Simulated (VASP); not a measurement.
# CsI (Pm-3m) in VASP: further runs

The runs below take CsI through single point, with r2SCAN.

Everything below comes from runs of VASP 6.6.1. Logs are shortened: lines on timing, memory, paths and dates and some standing lists are left out, and cuts for length are marked.

### Step 1. The cell of the first run

The structure is cubic, space group Pm-3m (No. 221). Conventional cell: a = 4.567 Å, b = 4.567 Å, c = 4.567 Å, α = 90.00°, β = 90.00°, γ = 90.00°. Within 5.2 Å of Cs (site symmetry m-3m) lie 8 I at 3.95 Å and 6 Cs at 4.57 Å. I (site symmetry m-3m) has 8 Cs at 3.95 Å and 6 I at 4.57 Å within 5.2 Å.

### Step 2. Single point, r2SCAN

Contents of POSCAR:

```
CsI
1.0
    4.5667002916      0.0000000000      0.0000000000
    0.0000000000      4.5667002916      0.0000000000
    0.0000000000      0.0000000000      4.5667002916
Cs I
1 1
Direct
    0.0000000000      0.0000000000      0.0000000000
    0.5000000000      0.5000000000      0.5000000000
```

Contents of INCAR.step1:

```
SYSTEM = CsI
PREC = Accurate
ENCUT = 550
ISMEAR = 0
SIGMA = 0.05
LREAL = .FALSE.
LASPH = .TRUE.
NELM = 120
NBANDS = 15
GGA = PE
ALGO = Normal
EDIFF = 1E-5
LWAVE = .TRUE.
LCHARG = .FALSE.
GGA_COMPAT = .FALSE.
```

Contents of INCAR.step2:

```
SYSTEM = CsI
PREC = Accurate
ENCUT = 550
EDIFF = 1E-6
ISMEAR = 0
SIGMA = 0.05
LREAL = .FALSE.
LASPH = .TRUE.
NELM = 120
ALGO = Normal
ISIF = 2
LWAVE = .FALSE.
LCHARG = .FALSE.
METAGGA = R2SCAN
LMIXTAU = .TRUE.
NBANDS = 15
ISTART = 1
GGA_COMPAT = .FALSE.
```

Contents of KPOINTS:

```
regular mesh
0
G
  8 8 8
  0 0 0
```

Potentials or basis: VASP PAW PBE potentials, release 64 (Cs_sv, I).

Run with:

```console
$ cat potpaw_PBE.64/Cs_sv/POTCAR potpaw_PBE.64/I/POTCAR > POTCAR
$ cp INCAR.step1 INCAR
$ mpirun -np 1 vasp_std > vasp.out
$ cp INCAR.step2 INCAR
$ mpirun -np 1 vasp_std > vasp.out
```

OUTCAR:

```text
SYSTEM = CsI
   PREC = Accurate
   ENCUT = 550
   EDIFF = 1E-6
   ISMEAR = 0
   LREAL = .FALSE.
   LASPH = .TRUE.
   NELM = 120
   ISIF = 2
   METAGGA = R2SCAN
   ISTART = 1

 ion  position               nearest neighbor table
   1  0.000  0.000  0.000-
   2  0.500  0.500  0.500-

  LATTYP: Found a simple cubic cell.
 ALAT       =     4.5667002916

  Lattice vectors:

 A1 = (   4.5667002916,   0.0000000000,   0.0000000000)
 A2 = (   0.0000000000,   4.5667002916,   0.0000000000)
 A3 = (   0.0000000000,   0.0000000000,   4.5667002916)

Analysis of symmetry for initial positions (statically):
=====================================================================
 Subroutine PRICEL returns:
 Original cell was already a primitive cell.

 Routine SETGRP: Setting up the symmetry group for a
 simple cubic supercell.

 Subroutine GETGRP returns: Found 48 space group operations
 (whereof 48 operations were pure point group operations)
 out of a pool of 48 trial point group operations.

The static configuration has the point symmetry O_h .

Analysis of symmetry for dynamics (positions and initial velocities):
=====================================================================
 Subroutine PRICEL returns:
 Original cell was already a primitive cell.

 Routine SETGRP: Setting up the symmetry group for a
 simple cubic supercell.

 Subroutine GETGRP returns: Found 48 space group operations
 (whereof 48 operations were pure point group operations)
 out of a pool of 48 trial point group operations.

The dynamic configuration has the point symmetry O_h .

 Subroutine INISYM returns: Found 48 space group operations
 (whereof 48 operations are pure point group operations),
 and found     1 'primitive' translations

----------------------------------------------------------------------------------------

                                     Primitive cell

  volume of cell :      95.2374

  direct lattice vectors                    reciprocal lattice vectors
     4.566700292  0.000000000  0.000000000     0.218976490  0.000000000  0.000000000
     0.000000000  4.566700292  0.000000000     0.000000000  0.218976490  0.000000000
     0.000000000  0.000000000  4.566700292     0.000000000  0.000000000  0.218976490

  length of vectors
     4.566700292  4.566700292  4.566700292     0.218976490  0.218976490  0.218976490

  position of ions in fractional coordinates (direct lattice)
[... 82 lines left out ...]
   NSW    =      0    number of steps for IOM
   IBRION =     -1    ionic relax: 0-MD 1-quasi-New 2-CG
   NFREE  =      0    steps in history (QN), initial steepest desc. (CG)
   ISIF   =      2    stress and relaxation
   ISYM   =      2    0-nonsym 1-usesym 2-fastsym
   POTIM  = 0.5000    time-step for ionic-motion
   TEBEG  =    0.0;   TEEND  =   0.0 temperature during run
   PSTRESS=    0.0 pullay stress
   NELECT =      16.0000    total number of electrons
   NUPDOWN=      -1.0000    fix difference up-down
   EMIN   =  10.00;   EMAX   =-10.00  energy-range for DOS
   EFERMI =   0.00;   METHOD = LEGACY
   ISMEAR =     0;   SIGMA  =   0.05  broadening in eV -4-tet -1-fermi 0-gaus
   EFERMI_NEDOS =   21; number of points for ismear=-14 and -15
   IALGO  =     38    algorithm
   IMIX   =      4    mixing-type and parameters
     AMIX     =   0.40;   BMIX     =  1.00
     AMIX_MAG =   1.60;   BMIX_MAG =  1.00
  volume/ion in A,a.u.               =      47.62       321.35
  Fermi-wavevector in a.u.,A,eV,Ry     =   0.903328  1.707043 11.102383  0.816002
  Thomas-Fermi vector in A             =   2.026641
   LORBIT       =      0    0 simple, 1 ext, 2 COOP (PROOUT), +10 PAW based schemes
   METAGGA = R2SCAN    functional components
   LHFCALC =     F    Hartree Fock is set to
   AEXX    =    0.0000 exact exchange contribution
   IVDW    =     0    specifies the selected vdW correction
   LEPSILON=     F    determine dielectric tensor
   LRPA    =     F    only Hartree local field effects (RPA)
 non-spin polarized calculation
 Gauss-broadening in eV      SIGMA  =   0.05
  energy-cutoff  :      550.00
  volume of cell :       95.24
 maximum number of plane-waves:      2826
 NGX is ok and might be reduce to    36
   NGX = 17   NGY = 17   NGZ = 17

 number of electron      16.0000003 magnetization

 Free energy of the ion-electron system (eV)
  ---------------------------------------------------
  ext. energy  EPLUGINS =         0.00000000
  ---------------------------------------------------
  free energy    TOTEN  =       -53.12192898 eV

  energy without entropy =      -53.12192898  energy(sigma->0) =      -53.12192898

 E-fermi :   0.7954     XC(G=0):  -8.1217

 val. band max:        0.5117999201   @ k =   0.5000   0.5000   0.0000
 cond. band min:       5.1108276148   @ k =   0.0000   0.0000   0.0000
 fundamental gap:      4.5990276946
 Fermi energy:         0.7954141316

 k-point     1 :       0.0000    0.0000    0.0000
  band No.  band energies     occupation
      1     -20.4506      2.00000
      2     -10.4543      2.00000
      3      -6.7780      2.00000
      4      -6.7780      2.00000
      5      -6.7780      2.00000
      6       0.4237      2.00000
      7       0.4237      2.00000
      8       0.4237      2.00000
      9       5.1108      0.00000
     10       5.1231      0.00000
     11       5.1231      0.00000
     12       8.9129      0.00000
     13       8.9129      0.00000
     14       8.9129      0.00000
[... 401 lines left out ...]
      2     -10.2868      2.00000
      3      -7.0963      2.00000
      4      -7.0711      2.00000
      5      -6.7366      2.00000
      6      -0.5044      2.00000
      7      -0.3546      2.00000
      8       0.2650      2.00000
      9       5.7421      0.00000
     10       6.5374      0.00000
     11       7.3465      0.00000
     12       7.5085      0.00000
     13       9.3490      0.00000
     14      10.3984      0.00000
     15      10.7151      0.00000

 [... further k-points ...]
[... 5 lines left out ...]
  --------------------------------------------------------------------------------------
  -------------------------------------------------------------------------------------
  Total        0.2460270      0.2460270      0.2460270      0.0000000      0.0000000     -0.0000000
  in kB        4.1389084      4.1389084      4.1389084      0.0000000      0.0000000     -0.0000000
  external PRESSURE =       4.1389084 kB  Pullay stress =       0.0000000 kB

 VOLUME and BASIS-vectors are now :
 -----------------------------------------------------------------------------
  energy-cutoff  :      550.00
  volume of cell :       95.24
      direct lattice vectors                 reciprocal lattice vectors
     4.566700292  0.000000000  0.000000000     0.218976490  0.000000000  0.000000000
     0.000000000  4.566700292  0.000000000     0.000000000  0.218976490  0.000000000
     0.000000000  0.000000000  4.566700292     0.000000000  0.000000000  0.218976490

 POSITION                                       TOTAL-FORCE (eV/Angst)
 -----------------------------------------------------------------------------------
      0.00000      0.00000      0.00000         0.000000      0.000000      0.000000
      2.28335      2.28335      2.28335         0.000000      0.000000      0.000000
 -----------------------------------------------------------------------------------
    total drift:                               -0.000000      0.000000      0.000000

  FREE ENERGIE OF THE ION-ELECTRON SYSTEM (eV)
  ---------------------------------------------------
  free  energy   TOTEN  =       -53.1219289828 eV

  energy  without entropy=      -53.1219289828  energy(sigma->0) =      -53.12192898
```

Wall time 2.2 min (1 thread of Intel Xeon Platinum 8259CL at 2.50GHz (Skylake/Cascade Lake), shared host); peak memory 0.24 GiB.

What came out:

- Free energy: -53.1219 eV
- Pressure: 0.4 GPa
- Band gap on the k mesh: 4.60 eV (least direct gap 4.69 eV)

Caveat: the PAW data sets were made with another functional, which shifts forces and pressure a little; spin-orbit coupling is left out, which moves the levels of the heavy elements.

### Step 3. Single point, r2SCAN, non-collinear spin, zero start, spin-orbit coupling (45.71 Å³/atom)

This run uses another cell than the first one, of 45.71 Å³/atom.

Contents of POSCAR:

```
CsI
1.0
    4.5049805596      0.0000000000      0.0000000000
    0.0000000000      4.5049805596      0.0000000000
    0.0000000000      0.0000000000      4.5049805596
Cs I
1 1
Direct
    0.0000000000      0.0000000000      0.0000000000
    0.5000000000      0.5000000000      0.5000000000
```

Contents of INCAR.step1:

```
SYSTEM = CsI
  ALGO = Normal
  EDIFF = 1E-5
  ENCUT = 550
  GGA = PE
  GGA_COMPAT = .False.
  ISMEAR = 0
  LASPH = .True.
  LCHARG = .False.
  LREAL = .False.
  LSORBIT = .True.
  LWAVE = .True.
  MAGMOM = 0 0 0 0 0 0
  NBANDS = 28
  NELM = 200
  PREC = Accurate
  SIGMA = 0.05
```

Contents of INCAR.step2:

```
SYSTEM = CsI
  ALGO = Normal
  EDIFF = 1E-6
  ENCUT = 550
  GGA_COMPAT = .False.
  ISIF = 2
  ISMEAR = 0
  ISTART = 1
  LASPH = .True.
  LCHARG = .False.
  LMIXTAU = .True.
  LORBIT = 11
  LORBMOM = .True.
  LREAL = .False.
  LSORBIT = .True.
  LWAVE = .False.
  MAGMOM = 0 0 0 0 0 0
  METAGGA = R2SCAN
  NBANDS = 28
  NELM = 200
  PREC = Accurate
  SIGMA = 0.05
```

Contents of KPOINTS:

```
k-points
0
Gamma
  4 4 4
  0 0 0
```

Potentials or basis: VASP PAW PBE potentials, release 64 (Cs_sv, I).

Run with:

```console
$ cat potpaw_PBE.64/Cs_sv/POTCAR potpaw_PBE.64/I/POTCAR > POTCAR
$ cp INCAR.step1 INCAR
$ mpirun -np 1 vasp_ncl > vasp.out
$ cp INCAR.step2 INCAR
$ mpirun -np 1 vasp_ncl > vasp.out
```

Wall time 4.7 min (1 thread of Intel Xeon Platinum 8259CL at 2.50GHz (Skylake/Cascade Lake), shared host); peak memory 0.48 GiB.

Results (log left out):

* Free energy: -53.3713 eV
* Pressure: 1.1 GPa
* Net moment: 0.00 μB per cell
* Valence electrons inside the program's atomic spheres: Cs 6.59; I 4.39

Moments on the atoms (μB; x, y, z):
```
Cs  0.00 0.00 0.00
I   0.00 0.00 0.00
```

Caveat: the PAW data sets were made with another functional, which shifts forces and pressure a little.

### Step 4. Single point, r2SCAN, non-collinear spin, zero start, spin-orbit coupling

Contents of POSCAR:

```
CsI
1.0
    4.5667002916      0.0000000000      0.0000000000
    0.0000000000      4.5667002916      0.0000000000
    0.0000000000      0.0000000000      4.5667002916
Cs I
1 1
Direct
    0.0000000000      0.0000000000      0.0000000000
    0.5000000000      0.5000000000      0.5000000000
```

Contents of INCAR.step1:

```
  PREC = Accurate
  ENCUT = 550
  ISMEAR = 0
  SIGMA = 0.05
  LREAL = False
  LASPH = True
  NELM = 200
  MAGMOM = 0 0 0 0 0 0
  LSORBIT = True
  GGA_COMPAT = False
  NBANDS = 28
  GGA = PE
  ALGO = Normal
  EDIFF = 1E-5
  LWAVE = True
  LCHARG = False
```

Contents of INCAR.step2:

```
  PREC = Accurate
  ENCUT = 550
  EDIFF = 1E-6
  ISMEAR = 0
  SIGMA = 0.05
  LREAL = False
  LASPH = True
  NELM = 200
  ALGO = Normal
  ISIF = 2
  LWAVE = False
  LCHARG = False
  MAGMOM = 0 0 0 0 0 0
  LORBIT = 11
  LSORBIT = True
  GGA_COMPAT = False
  LORBMOM = True
  METAGGA = R2SCAN
  LMIXTAU = True
  NBANDS = 28
  ISTART = 1
```

Contents of KPOINTS:

```
regular mesh
0
Gamma
  4 4 4
```

Potentials or basis: VASP PAW PBE potentials, release 64 (Cs_sv, I).

Run with:

```console
$ cat potpaw_PBE.64/Cs_sv/POTCAR potpaw_PBE.64/I/POTCAR > POTCAR
$ cp INCAR.step1 INCAR
$ mpirun -np 1 vasp_ncl > vasp.out
$ cp INCAR.step2 INCAR
$ mpirun -np 1 vasp_ncl > vasp.out
```

OUTCAR:

```text
PREC = Accurate
   ENCUT = 550
   EDIFF = 1E-6
   ISMEAR = 0
   LREAL = False
   LASPH = True
   NELM = 200
   ISIF = 2
   LORBIT = 11
   LSORBIT = True
   METAGGA = R2SCAN
   ISTART = 1

 ion  position               nearest neighbor table
   1  0.000  0.000  0.000-
   2  0.500  0.500  0.500-

  LATTYP: Found a simple cubic cell.
 ALAT       =     4.5667002916

  Lattice vectors:

 A1 = (   4.5667002916,   0.0000000000,   0.0000000000)
 A2 = (   0.0000000000,   4.5667002916,   0.0000000000)
 A3 = (   0.0000000000,   0.0000000000,   4.5667002916)

Analysis of symmetry for initial positions (statically):
=====================================================================
 Subroutine PRICEL returns:
 Original cell was already a primitive cell.

 Routine SETGRP: Setting up the symmetry group for a
 simple cubic supercell.

 Subroutine GETGRP returns: Found 48 space group operations
 (whereof 48 operations were pure point group operations)
 out of a pool of 48 trial point group operations.

The static configuration has the point symmetry O_h .

Analysis of symmetry for dynamics (positions and initial velocities):
=====================================================================
 Subroutine PRICEL returns:
 Original cell was already a primitive cell.

 Routine SETGRP: Setting up the symmetry group for a
 simple cubic supercell.

 Subroutine GETGRP returns: Found 48 space group operations
 (whereof 48 operations were pure point group operations)
 out of a pool of 48 trial point group operations.

The dynamic configuration has the point symmetry O_h .

Analysis of structural, dynamic, and magnetic symmetry:
=====================================================================
 Subroutine PRICEL returns:
 Original cell was already a primitive cell.

 Routine SETGRP: Setting up the symmetry group for a
[... 499 lines left out ...]
            0.000  -0.000  -0.000

 orbital moment (y)

 # of ion     p       d       tot
 ----------------------------------------
  1         0.000  -0.000  -0.000
  2        -0.000  -0.000  -0.000
 ----------------------------------------
           -0.000  -0.000  -0.000

 orbital moment (z)

 # of ion     p       d       tot
 ----------------------------------------
  1         0.000   0.000   0.000
  2         0.000  -0.000  -0.000
 ----------------------------------------
            0.000   0.000   0.000

 Spin-Orbit-Coupling matrix elements

 Ion:    1  E_soc:     -0.3094553
 l=   1
     0.0000000    -0.0515112    -0.0515112
    -0.0515112     0.0000000    -0.0515112
    -0.0515112    -0.0515112     0.0000000
 l=   2
     0.0000000    -0.0000183     0.0000000    -0.0000183    -0.0000464
    -0.0000183     0.0000000    -0.0000348    -0.0000183    -0.0000116
     0.0000000    -0.0000348     0.0000000    -0.0000348     0.0000000
    -0.0000183    -0.0000183    -0.0000348     0.0000000    -0.0000116
    -0.0000464    -0.0000116     0.0000000    -0.0000116     0.0000000
 l=   3
     0.0000000     0.0000000     0.0000000     0.0000000     0.0000000     0.0000000     0.0000000
     0.0000000     0.0000000     0.0000000     0.0000000     0.0000000     0.0000000     0.0000000
     0.0000000     0.0000000     0.0000000     0.0000000     0.0000000     0.0000000     0.0000000
     0.0000000     0.0000000     0.0000000     0.0000000     0.0000000     0.0000000     0.0000000
     0.0000000     0.0000000     0.0000000     0.0000000     0.0000000     0.0000000     0.0000000
     0.0000000     0.0000000     0.0000000     0.0000000     0.0000000     0.0000000     0.0000000
     0.0000000     0.0000000     0.0000000     0.0000000     0.0000000     0.0000000     0.0000000

 Ion:    2  E_soc:     -0.2332391
 l=   1
     0.0000000    -0.0388668    -0.0388668
    -0.0388668     0.0000000    -0.0388668
    -0.0388668    -0.0388668     0.0000000
 l=   2
     0.0000000    -0.0000010     0.0000000    -0.0000010    -0.0000054
    -0.0000010     0.0000000    -0.0000040    -0.0000010    -0.0000013
     0.0000000    -0.0000040     0.0000000    -0.0000040     0.0000000
    -0.0000010    -0.0000010    -0.0000040     0.0000000    -0.0000013
    -0.0000054    -0.0000013     0.0000000    -0.0000013     0.0000000
 l=   3
     0.0000000     0.0000000     0.0000000     0.0000000     0.0000000     0.0000000     0.0000000
     0.0000000     0.0000000     0.0000000     0.0000000     0.0000000     0.0000000     0.0000000
     0.0000000     0.0000000     0.0000000     0.0000000     0.0000000     0.0000000     0.0000000
     0.0000000     0.0000000     0.0000000     0.0000000     0.0000000     0.0000000     0.0000000
     0.0000000     0.0000000     0.0000000     0.0000000     0.0000000     0.0000000     0.0000000
     0.0000000     0.0000000     0.0000000     0.0000000     0.0000000     0.0000000     0.0000000
     0.0000000     0.0000000     0.0000000     0.0000000     0.0000000     0.0000000     0.0000000

 total charge

# of ion       s       p       d       tot
------------------------------------------
    1        1.850   4.713   0.027   6.590
    2        1.494   2.885   0.002   4.381
--------------------------------------------------
tot          3.345   7.598   0.029  10.971

 magnetization (x)

# of ion       s       p       d       tot
------------------------------------------
    1        0.000   0.000   0.000   0.000
    2        0.000   0.000   0.000   0.000
--------------------------------------------------
tot          0.000   0.000   0.000   0.000

 magnetization (y)

# of ion       s       p       d       tot
------------------------------------------
    1        0.000   0.000   0.000   0.000
    2       -0.000   0.000   0.000  -0.000
--------------------------------------------------
tot         -0.000   0.000   0.000  -0.000

 magnetization (z)

# of ion       s       p       d       tot
------------------------------------------
    1        0.000   0.000   0.000   0.000
    2       -0.000   0.000   0.000  -0.000
--------------------------------------------------
tot         -0.000   0.000   0.000  -0.000
```

Wall time 4.6 min (1 thread of Intel Xeon Platinum 8259CL at 2.50GHz (Skylake/Cascade Lake), shared host); peak memory 0.48 GiB.

What came out:

```
Free energy                                           : -53.3895 eV
Pressure                                              : 0.4 GPa
Net moment                                            : 0.00 μB per cell
Valence electrons inside the program's atomic spheres : Cs 6.59; I 4.38
```

Moments on the atoms (μB; x, y, z):
```
Cs  0.00 0.00 0.00
I   0.00 0.00 0.00
```

Caveat: the PAW data sets were made with another functional, which shifts forces and pressure a little.

### Step 5. Single point, r2SCAN, non-collinear spin, zero start, spin-orbit coupling (50.00 Å³/atom)

This run uses another cell than the first one, of 50.00 Å³/atom.

Contents of POSCAR:

```
CsI
1.0
    4.6415775390      0.0000000000      0.0000000000
    0.0000000000      4.6415775390      0.0000000000
    0.0000000000      0.0000000000      4.6415775390
Cs I
1 1
Direct
    0.0000000000      0.0000000000      0.0000000000
    0.5000000000      0.5000000000      0.5000000000
```

Contents of INCAR.step1:

```
PREC = Accurate
ENCUT = 550
ISMEAR = 0
SIGMA = 0.05
LREAL = False
LASPH = True
NELM = 200
LNONCOLLINEAR = True
MAGMOM = 0 0 0 0 0 0
LSORBIT = True
GGA_COMPAT = False
NBANDS = 28
GGA = PE
ALGO = Normal
EDIFF = 1E-5
LWAVE = True
LCHARG = False
```

Contents of INCAR.step2:

```
PREC = Accurate
ENCUT = 550
EDIFF = 1E-6
ISMEAR = 0
SIGMA = 0.05
LREAL = False
LASPH = True
NELM = 200
ALGO = Normal
ISIF = 2
LWAVE = False
LCHARG = False
LNONCOLLINEAR = True
MAGMOM = 0 0 0 0 0 0
LORBIT = 11
LSORBIT = True
GGA_COMPAT = False
LORBMOM = True
METAGGA = R2SCAN
LMIXTAU = True
NBANDS = 28
ISTART = 1
```

Contents of KPOINTS:

```
Automatic mesh
0
Gamma
  4 4 4
```

Run with:

```console
$ cat potpaw_PBE.64/Cs_sv/POTCAR potpaw_PBE.64/I/POTCAR > POTCAR
$ cp INCAR.step1 INCAR
$ mpirun -np 1 vasp_ncl > vasp.out
$ cp INCAR.step2 INCAR
$ mpirun -np 1 vasp_ncl > vasp.out
```

It took 5.5 min on 1 thread of Intel Xeon Platinum 8259CL at 2.50GHz (Skylake/Cascade Lake), shared host; peak memory 0.47 GiB.

It converged, with:

* Free energy: -53.3932 eV
* Pressure: -0.2 GPa
* Net moment: 0.00 μB per cell
* Valence electrons inside the program's atomic spheres: Cs 6.58; I 4.37

Moments on the atoms (μB; x, y, z):
```
Cs  0.00 0.00 0.00
I   0.00 0.00 0.00
```

Caveat: the PAW data sets were made with another functional, which shifts forces and pressure a little.

(Part 1 of 2 ends here.)
